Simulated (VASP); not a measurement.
# Ge (Fd-3m) in VASP: a series of runs, part 2 of 2

VASP 6.6.1. The steps go on from the part before.

## Step 4: Relaxation of cell and atoms, r2SCAN, target pressure 1 GPa, at which the enthalpy is minimised

This run uses another cell than the first one, of 22.62 Å³/atom.

Contents of POSCAR:

```
Ge
1.0
    0.0000000000      2.8282490490      2.8282490490
    2.8282490490      0.0000000000      2.8282490490
    2.8282490490      2.8282490490      0.0000000000
Ge
2
Direct
    0.5000000000      0.5000000000      0.5000000000
    0.7500000000      0.7500000000      0.7500000000
```

Contents of INCAR.step1:

```
SYSTEM = Ge
PREC     = Accurate       ! precision mode
ENCUT    = 550            ! plane-wave cutoff, eV
ISMEAR   = 0              ! smearing method
SIGMA    = 0.02           ! smearing width, eV
LREAL    = .FALSE.        ! projectors in reciprocal space
LASPH    = .TRUE.         ! aspherical terms in the spheres
NELM     = 120            ! most SCF steps
GGA      = PE             ! functional
ALGO     = Normal         ! electronic algorithm
EDIFF    = 1E-5           ! SCF threshold, eV
LWAVE    = .TRUE.         ! write WAVECAR
LCHARG   = .FALSE.        ! write CHGCAR
GGA_COMPAT= .FALSE.      
IBRION   = 2              ! ionic algorithm
ISIF     = 3              ! what is computed and relaxed
EDIFFG   = -0.005         ! ionic threshold
NELMIN   = 4            
NSW      = 100            ! ionic steps
```

Contents of INCAR.step2:

```
SYSTEM = Ge
PREC     = Accurate       ! precision mode
ENCUT    = 550            ! plane-wave cutoff, eV
EDIFF    = 1E-7           ! SCF threshold, eV
ISMEAR   = 0              ! smearing method
SIGMA    = 0.02           ! smearing width, eV
LREAL    = .FALSE.        ! projectors in reciprocal space
LASPH    = .TRUE.         ! aspherical terms in the spheres
NELM     = 120            ! most SCF steps
ALGO     = Normal         ! electronic algorithm
ISIF     = 3              ! what is computed and relaxed
LWAVE    = .FALSE.        ! write WAVECAR
LCHARG   = .FALSE.        ! write CHGCAR
METAGGA  = R2SCAN         ! meta-GGA
LMIXTAU  = .TRUE.       
IBRION   = 2              ! ionic algorithm
NSW      = 70             ! ionic steps
EDIFFG   = -0.008         ! ionic threshold
PSTRESS  = 10.0         
ISTART   = 1            
GGA_COMPAT= .FALSE.      
NELMIN   = 4
```

Contents of KPOINTS:

```
Automatic mesh
0
G
  12 12 12
  0 0 0
```

Potentials or basis: VASP PAW PBE potentials, release 64 (Ge_d).

The run is started by

```bash
cat potpaw_PBE.64/Ge_d/POTCAR > POTCAR
cp INCAR.step1 INCAR
mpirun -np 1 vasp_std > vasp.out
cp INCAR.step2 INCAR
mpirun -np 1 vasp_std > vasp.out
```

OUTCAR:

```text
SYSTEM = Ge
   PREC = Accurate
   ENCUT = 550
   EDIFF = 1E-7
   ISMEAR = 0
   LREAL = .FALSE.
   LASPH = .TRUE.
   NELM = 120
   ISIF = 3
   METAGGA = R2SCAN
   IBRION = 2
   NSW = 70
   EDIFFG = -0.008
   PSTRESS = 10.0
   ISTART = 1
   NELMIN = 4

 ion  position               nearest neighbor table
   1  0.500  0.500  0.500-   2 2.45   2 2.45   2 2.45   2 2.45
   2  0.750  0.750  0.750-   1 2.45   1 2.45   1 2.45   1 2.45

  LATTYP: Found a face centered cubic cell.
 ALAT       =     5.6564980980

  Lattice vectors:

 A1 = (   0.0000000000,   2.8282490490,   2.8282490490)
 A2 = (   2.8282490490,   0.0000000000,   2.8282490490)
 A3 = (   2.8282490490,   2.8282490490,   0.0000000000)

Analysis of symmetry for initial positions (statically):
=====================================================================
 Subroutine PRICEL returns:
 Original cell was already a primitive cell.

 Routine SETGRP: Setting up the symmetry group for a
 face centered cubic supercell.

 Subroutine GETGRP returns: Found 48 space group operations
 (whereof 24 operations were pure point group operations)
 out of a pool of 48 trial point group operations.

[... 170 lines left out ...]
  Direction    XX          YY          ZZ          XY          YZ          ZX
  --------------------------------------------------------------------------------------
  -------------------------------------------------------------------------------------
  Total        0.2336564      0.2336564      0.2336564     -0.0000000      0.0000000     -0.0000000
  in kB        8.2738046      8.2738046      8.2738046     -0.0000000      0.0000000     -0.0000000
  external PRESSURE =      -1.7261954 kB  Pullay stress =      10.0000000 kB
[... 63 lines left out ...]
--------------------------------------- Ionic step        3  -------------------------------------------

 number of electron      28.0000011 magnetization

 Free energy of the ion-electron system (eV)
  ---------------------------------------------------
  ext. energy  EPLUGINS =         0.00000000
  ---------------------------------------------------
  free energy    TOTEN  =       -27.74309616 eV

  energy without entropy =      -27.74309616  energy(sigma->0) =      -27.74309616

 E-fermi :   4.9807     XC(G=0): -10.8360

 val. band max:        4.8313522268   @ k =   0.0000   0.0000   0.0000
 cond. band min:       5.2657483068   @ k =   0.0000   0.0000   0.0000
 fundamental gap:      0.4343960800
 Fermi energy:         4.9806736014

 k-point     1 :       0.0000    0.0000    0.0000
  band No.  band energies     occupation
      1     -20.6671      2.00000
      2     -20.6671      2.00000
      3     -20.6671      2.00000
      4     -20.6273      2.00000
      5     -20.6273      2.00000
      6     -20.4081      2.00000
[... 481 lines left out ...]
      5     -20.5617      2.00000
      6     -20.4666      2.00000
[... 10 lines left out ...]
     17       9.8548      0.00000
     18      12.9091      0.00000

 [... further k-points ...]

------------------------ aborting loop because EDIFF is reached ----------------------------------------

  FORCE on cell =-STRESS in cart. coord.  units (eV):
  Direction    XX          YY          ZZ          XY          YZ          ZX
  --------------------------------------------------------------------------------------
  -------------------------------------------------------------------------------------
  Total        0.2900901      0.2900901      0.2900901      0.0000000      0.0000000     -0.0000000
  in kB       10.2970004     10.2970004     10.2970004      0.0000000      0.0000000     -0.0000000
  external PRESSURE =       0.2970004 kB  Pullay stress =      10.0000000 kB
[... 21 lines left out ...]
  energy  without entropy=      -27.7430961617  energy(sigma->0) =      -27.74309616

  enthalpy is  TOTEN    =       -27.4613732327 eV   P V=        0.2817229290

 reached required accuracy - stopping structural energy minimisation
```

Wall time 19 min (1 thread of Oxide Virtual Turin-like, shared host); peak memory 0.19 GiB.

Results:

| Quantity | Value |
| --- | --- |
| Free energy | -27.7431 eV |
| Relaxed volume | 22.57 Å³/atom |
| Relaxed cell | a = 3.997 Å, b = 3.997 Å, c = 3.997 Å, α = 60.00°, β = 60.00°, γ = 60.00° |
| Space group after relaxing (to 0.1 Å) | Fd-3m (No. 227) |
| Energy change on relaxing (the run minimises the enthalpy) | +0.3 meV/atom |
| Ionic steps | 3 |
| Pressure after relaxing | 1.0 GPa |
| Band gap on the k mesh | 0.43 eV |

Step by step:
| step | energy change (eV) | largest force (eV/Å) | pressure (GPa) | volume (Å³) |
| --- | --- | --- | --- | --- |
| 1 | 0.0000 | 0.0000 | 0.83 | 45.25 |
| 2 | 0.0009 | 0.0000 | 1.09 | 45.09 |
| 3 | 0.0006 | 0.0000 | 1.03 | 45.14 |

Final structure:
```
CELL_PARAMETERS angstrom
0.00000 2.82597 2.82597
2.82597 0.00000 2.82597
2.82597 2.82597 0.00000
ATOMIC_POSITIONS crystal
Ge 0.50000 0.50000 0.50000
Ge 0.75000 0.75000 0.75000
```

Caveat: the cell is relaxed towards a set pressure, so the run minimises the enthalpy, not the energy; the PAW data sets were made with another functional, which shifts forces and pressure a little.

## Step 5: Overview

```csv
cell,gap on the mesh (eV),pressure (GPa)
"relaxed to 12 GPa from a = 3.843 Å, angles 60.0°, 2 atoms",0.60,12.0
"relaxed to 4 GPa from a = 3.945 Å, angles 60.0°, 2 atoms",0.58,4.0
"relaxed to 1 GPa from a = 4.000 Å, angles 60.0°, 2 atoms",0.43,1.0
```

Alike in all rows: task relaxation of cell and atoms; level r2SCAN; potentials or basis VASP PAW PBE potentials, release 64 (Ge_d); no spin polarisation; k mesh 12 × 12 × 12; cutoff (eV) 550; smearing gaussian 0.02 eV.

Caveats: the cell is relaxed towards a set pressure, so the run minimises the enthalpy, not the energy; the PAW data sets were made with another functional, which shifts forces and pressure a little.

Total energies depend on the potentials used, so only differences within one code and one set of settings carry meaning.
